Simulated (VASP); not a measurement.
# MgI2 (P-3m1) in VASP: further runs, part 3 of 3

VASP 6.6.1. The steps go on from the part before.

### 6 Single point, PBE (strain -0.015 along x and y, +0.000 along z)

INCAR reads:

```
PREC = Accurate
ENCUT = 520
EDIFF = 1E-6
ISMEAR = 0
SIGMA = 0.05
LREAL = False
LASPH = True
NELM = 100
ALGO = Normal
ISIF = 2
LWAVE = False
LCHARG = False
GGA = PE
NBANDS = 15
```

KPOINTS reads:

```
Automatic mesh
0
Gamma
  6 6 4
```

POSCAR reads:

```
MgI2
1.0
    4.0913946196      0.0000000000      0.0000000000
   -2.0456973098      3.5432516774      0.0000000000
    0.0000000000      0.0000000000      6.8620000000
Mg I
1 2
Direct
    0.0000000000      0.0000000000      0.0000000000
    0.3333333333      0.6666666667      0.7576300000
    0.6666666667      0.3333333333      0.2423700000
```

Potentials or basis: VASP PAW PBE potentials, release 64 (Mg, I).

On the command line:

```sh
$ cat potpaw_PBE.64/Mg/POTCAR potpaw_PBE.64/I/POTCAR > POTCAR
$ mpirun -np 1 vasp_std > vasp.out
```

OUTCAR:

```text
PREC = Accurate
   ENCUT = 520
   EDIFF = 1E-6
   ISMEAR = 0
   LREAL = False
   LASPH = True
   NELM = 100
   ISIF = 2
   GGA = PE

 ion  position               nearest neighbor table
   1  0.000  0.000  0.000-   2 2.89   3 2.89   2 2.89   3 2.89   3 2.89   2 2.89
   2  0.333  0.667  0.758-   1 2.89   1 2.89   1 2.89
   3  0.667  0.333  0.242-   1 2.89   1 2.89   1 2.89

  LATTYP: Found a hexagonal cell.
 ALAT       =     4.0913946196
 C/A-ratio  =     1.6771787222

  Lattice vectors:

 A1 = (   4.0913946196,   0.0000000000,   0.0000000000)
 A2 = (  -2.0456973098,   3.5432516774,   0.0000000000)
 A3 = (   0.0000000000,   0.0000000000,   6.8620000000)

Analysis of symmetry for initial positions (statically):
=====================================================================
 Subroutine PRICEL returns:
 Original cell was already a primitive cell.

 Routine SETGRP: Setting up the symmetry group for a
 hexagonal supercell.

 Subroutine GETGRP returns: Found 12 space group operations
 (whereof 12 operations were pure point group operations)
 out of a pool of 24 trial point group operations.

The static configuration has the point symmetry D_3d.

Analysis of symmetry for dynamics (positions and initial velocities):
=====================================================================
 Subroutine PRICEL returns:
 Original cell was already a primitive cell.

 Routine SETGRP: Setting up the symmetry group for a
 hexagonal supercell.

 Subroutine GETGRP returns: Found 12 space group operations
 (whereof 12 operations were pure point group operations)
 out of a pool of 24 trial point group operations.

The dynamic configuration has the point symmetry D_3d.

 Subroutine INISYM returns: Found 12 space group operations
 (whereof 12 operations are pure point group operations),
 and found     1 'primitive' translations

----------------------------------------------------------------------------------------

                                     Primitive cell

  volume of cell :      99.4773

  direct lattice vectors                    reciprocal lattice vectors
     4.091394620  0.000000000  0.000000000     0.244415436  0.141113318  0.000000000
    -2.045697310  3.543251677  0.000000000     0.000000000  0.282226636  0.000000000
     0.000000000  0.000000000  6.862000000     0.000000000  0.000000000  0.145730108

  length of vectors
     4.091394620  4.091394620  6.862000000     0.282226636  0.282226636  0.145730108

  position of ions in fractional coordinates (direct lattice)
     0.000000000  0.000000000  0.000000000
     0.333333333  0.666666667  0.757630000
     0.666666667  0.333333333  0.242370000

  ion indices of the primitive-cell ions
   primitive index   ion index
                 1           1
                 2           2
                 3           3

----------------------------------------------------------------------------------------

 KPOINTS: Automatic mesh

Automatic generation of k-mesh.
 Grid dimensions read from file:
 generate k-points for:    6    6    4

[... 25 lines left out ...]
  0.333333  0.166667  0.000000     12.000000
[... 16 lines left out ...]
  0.333333  0.166667  0.500000     12.000000
  0.333333  0.333333  0.500000      2.000000
   k-points           NKPTS =     24   k-points in BZ     NKDIM =     24   number of bands    NBANDS=     15
   number of dos      NEDOS =    301   number of ions     NIONS =      3
   total plane-waves  NPLWV =  48600
   dimension x,y,z NGX =    30 NGY =   30 NGZ =   54
   dimension x,y,z NGXF=    60 NGYF=   60 NGZF=  108
   ions per type =               1   2
   NGX,Y,Z   is equivalent  to a cutoff of  12.19, 12.19, 13.08 a.u.
   NGXF,Y,Z  is equivalent  to a cutoff of  24.38, 24.38, 26.17 a.u.
 SYSTEM =  unknown system
   PREC   = accura    normal or accurate (medium, high low for compatibility)
   ISTART =      0    job   : 0-new  1-cont  2-samecut
   ICHARG =      2    charge: 1-file 2-atom 10-const
   ISPIN  =      1    spin polarized calculation?
   LNONCOLLINEAR =      F non collinear calculations
   LSORBIT =      F    spin-orbit coupling
   LASPH  =      T    aspherical Exc in radial PAW
   ENCUT  =  520.0 eV  38.22 Ry    6.18 a.u.   7.61  7.61 12.76*2*pi/ulx,y,z
   NELM   =    100;   NELMIN=  2; NELMDL= -5     # of ELM steps
   EDIFF  = 0.1E-05   stopping-criterion for ELM
   LREAL  =      F    real-space projection
   EDIFFG = 0.1E-04   stopping-criterion for IOM
   NSW    =      0    number of steps for IOM
   IBRION =     -1    ionic relax: 0-MD 1-quasi-New 2-CG
   NFREE  =      0    steps in history (QN), initial steepest desc. (CG)
   ISIF   =      2    stress and relaxation
   ISYM   =      2    0-nonsym 1-usesym 2-fastsym
   POTIM  = 0.5000    time-step for ionic-motion
   TEBEG  =    0.0;   TEEND  =   0.0 temperature during run
   PSTRESS=    0.0 pullay stress
   NELECT =      16.0000    total number of electrons
   NUPDOWN=      -1.0000    fix difference up-down
   EMIN   =  10.00;   EMAX   =-10.00  energy-range for DOS
   EFERMI =   0.00;   METHOD = LEGACY
   ISMEAR =     0;   SIGMA  =   0.05  broadening in eV -4-tet -1-fermi 0-gaus
   EFERMI_NEDOS =   21; number of points for ismear=-14 and -15
   IALGO  =     38    algorithm
   IMIX   =      4    mixing-type and parameters
     AMIX     =   0.40;   BMIX     =  1.00
     AMIX_MAG =   1.60;   BMIX_MAG =  1.00
  volume/ion in A,a.u.               =      33.16       223.77
  Fermi-wavevector in a.u.,A,eV,Ry     =   0.890308  1.682438 10.784628  0.792648
  Thomas-Fermi vector in A             =   2.011981
   LORBIT       =      0    0 simple, 1 ext, 2 COOP (PROOUT), +10 PAW based schemes
   GGA     = PE    functional components
   LHFCALC =     F    Hartree Fock is set to
   AEXX    =    0.0000 exact exchange contribution
   IVDW    =     0    specifies the selected vdW correction
   LEPSILON=     F    determine dielectric tensor
   LRPA    =     F    only Hartree local field effects (RPA)
 non-spin polarized calculation
 Gauss-broadening in eV      SIGMA  =   0.05
  energy-cutoff  :      520.00
  volume of cell :       99.48
 maximum number of plane-waves:      2714
   NGX = 15   NGY = 15   NGZ = 25

 number of electron      15.9999999 magnetization

 Free energy of the ion-electron system (eV)
  ---------------------------------------------------
  ext. energy  EPLUGINS =         0.00000000
  ---------------------------------------------------
  free energy    TOTEN  =        -7.66234302 eV

  energy without entropy =       -7.66234302  energy(sigma->0) =       -7.66234302

 E-fermi :   2.7942     XC(G=0):  -8.3372

 val. band max:        2.5607068684   @ k =   0.0000   0.0000   0.0000
 cond. band min:       6.1466254319   @ k =   0.5000   0.0000   0.2500
 fundamental gap:      3.5859185635
 Fermi energy:         2.7941672475

 k-point     1 :       0.0000    0.0000    0.0000
  band No.  band energies     occupation
      1      -9.6234      2.00000
      2      -8.8756      2.00000
      3      -1.1078      2.00000
      4       2.1683      2.00000
      5       2.1683      2.00000
      6       2.5450      2.00000
      7       2.5607      2.00000
      8       2.5607      2.00000
      9       6.4581      0.00000
     10       7.4305      0.00000
     11       9.3740      0.00000
     12       9.3740      0.00000
     13       9.9557      0.00000
     14      10.7674      0.00000
[... 401 lines left out ...]
      2      -8.6516      2.00000
      3      -0.6988      2.00000
      4      -0.3004      2.00000
      5      -0.3004      2.00000
      6       0.2554      2.00000
      7       1.9829      2.00000
      8       1.9829      2.00000
      9       7.4838      0.00000
     10       8.3103      0.00000
     11       8.3103      0.00000
     12       9.8691      0.00000
     13      11.1041      0.00000
     14      11.2529      0.00000
     15      11.5071      0.00000

------------------------ aborting loop because EDIFF is reached ----------------------------------------

  FORCE on cell =-STRESS in cart. coord.  units (eV):
  Direction    XX          YY          ZZ          XY          YZ          ZX
  --------------------------------------------------------------------------------------
  -------------------------------------------------------------------------------------
  Total        1.4801644      1.4801644      1.3132120     -0.0000000     -0.0000000      0.0000000
  in kB       23.8394615     23.8394615     21.1505337     -0.0000000     -0.0000000      0.0000000
  external PRESSURE =      22.9431522 kB  Pullay stress =       0.0000000 kB

 VOLUME and BASIS-vectors are now :
 -----------------------------------------------------------------------------
  energy-cutoff  :      520.00
  volume of cell :       99.48
      direct lattice vectors                 reciprocal lattice vectors
     4.091394620  0.000000000  0.000000000     0.244415436  0.141113318  0.000000000
    -2.045697310  3.543251677  0.000000000     0.000000000  0.282226636  0.000000000
     0.000000000  0.000000000  6.862000000     0.000000000  0.000000000  0.145730108

 POSITION                                       TOTAL-FORCE (eV/Angst)
 -----------------------------------------------------------------------------------
      0.00000      0.00000      0.00000        -0.000000      0.000000      0.000000
     -0.00000      2.36217      5.19886        -0.000000     -0.000000     -0.142027
      2.04570      1.18108      1.66314         0.000000      0.000000      0.142027
 -----------------------------------------------------------------------------------
    total drift:                                0.000000     -0.000000     -0.000000

  FREE ENERGIE OF THE ION-ELECTRON SYSTEM (eV)
  ---------------------------------------------------
  free  energy   TOTEN  =        -7.6623430192 eV

  energy  without entropy=       -7.6623430192  energy(sigma->0) =       -7.66234302
```

OSZICAR:

```text
N       E                     dE             d eps       ncg     rms          rms(c)
DAV:   1     0.746607566320E+02    0.74661E+02   -0.58421E+03   720   0.846E+02
DAV:   2    -0.205511807733E+01   -0.76716E+02   -0.68880E+02   978   0.130E+02
DAV:   3    -0.768712509604E+01   -0.56320E+01   -0.56121E+01   972   0.414E+01
DAV:   4    -0.779610607200E+01   -0.10898E+00   -0.10897E+00  1021   0.667E+00
DAV:   5    -0.779651591723E+01   -0.40985E-03   -0.40984E-03  1015   0.432E-01    0.425E+00
DAV:   6    -0.768471031225E+01    0.11181E+00   -0.10233E-01   811   0.161E+00    0.285E+00
DAV:   7    -0.766407094654E+01    0.20639E-01   -0.11799E-01   923   0.172E+00    0.701E-01
DAV:   8    -0.766221374573E+01    0.18572E-02   -0.76803E-03   790   0.495E-01    0.246E-01
DAV:   9    -0.766234838928E+01   -0.13464E-03   -0.86157E-04   937   0.175E-01    0.967E-02
DAV:  10    -0.766233586164E+01    0.12528E-04   -0.33827E-05   923   0.402E-02    0.337E-02
DAV:  11    -0.766234281035E+01   -0.69487E-05   -0.15466E-05   895   0.242E-02    0.265E-02
DAV:  12    -0.766234301924E+01   -0.20889E-06   -0.96288E-07   753   0.513E-03
   1 F= -.76623430E+01 E0= -.76623430E+01  d E =-.136549E-12
```

stdout:

```text
POSCAR found type information on POSCAR MgI
 POSCAR found :  2 types and       3 ions
 scaLAPACK will be used
 LDA part: xc-table for (Slater+PW92), standard interpolation
 POSCAR, INCAR and KPOINTS ok, starting setup
 FFT: planning ... GRIDC
 FFT: planning ... GRID_SOFT
 FFT: planning ... GRID
 WAVECAR not read
 entering main loop
```

Wall time 17 s (1 thread of Intel Xeon 6975P-C (Granite Rapids), shared host); peak memory 0.22 GiB.

What came out:

```yaml
Free_energy: -7.6623 eV
Pressure: 2.3 GPa
Largest_force: 0.142 eV/Å
Band_gap_on_the_k_mesh: 3.59 eV, indirect (least direct gap 3.90 eV)
```

Forces in eV/Å, atoms in the order of the input:
```
Mg   0.000  0.000  0.000
I    0.000  0.000 -0.142
I    0.000  0.000  0.142
```

Caveat: the cell differs from its parent crystal (strain -0.015 along x and y, +0.000 along z); spin-orbit coupling is left out, which moves the levels of the heavy elements; this functional lacks dispersion, which binds the layers, so the pressure and a relaxed spacing across them are unreliable. A k mesh can miss the band edges.

### 7 The runs side by side

| cell | gap on the mesh (eV) | pressure (GPa) | largest force (eV/Å) |
| --- | --- | --- | --- |
| a = 4.029, b = 4.029, c = 6.965 Å, angles 90.0, 90.0, 120.0°, 3 atoms | 3.52 | 3.0 | 0.14 |
| a = 4.091, b = 4.091, c = 6.759 Å, angles 90.0, 90.0, 120.0°, 3 atoms | 3.53 | 2.9 | 0.26 |
| a = 4.029, b = 4.029, c = 7.068 Å, angles 90.0, 90.0, 120.0°, 3 atoms | 3.46 | 2.4 | 0.02 |
| a = 4.154, b = 4.154, c = 6.656 Å, angles 90.0, 90.0, 120.0°, 3 atoms | 3.37 | 2.3 | 0.25 |
| a = 4.091, b = 4.091, c = 6.862 Å, angles 90.0, 90.0, 120.0°, 3 atoms | 3.59 | 2.3 | 0.14 |

Alike in all rows: task single point; level PBE; potentials or basis VASP PAW PBE potentials, release 64 (Mg, I); no spin polarisation; k mesh 6 × 6 × 4; cutoff (eV) 520; smearing gaussian 0.05 eV.

Caveats: spin-orbit coupling is left out, which moves the levels of the heavy elements; this functional lacks dispersion, which binds the layers, so the pressure and a relaxed spacing across them are unreliable.

Absolute energies hang on the potentials; compare differences alone.
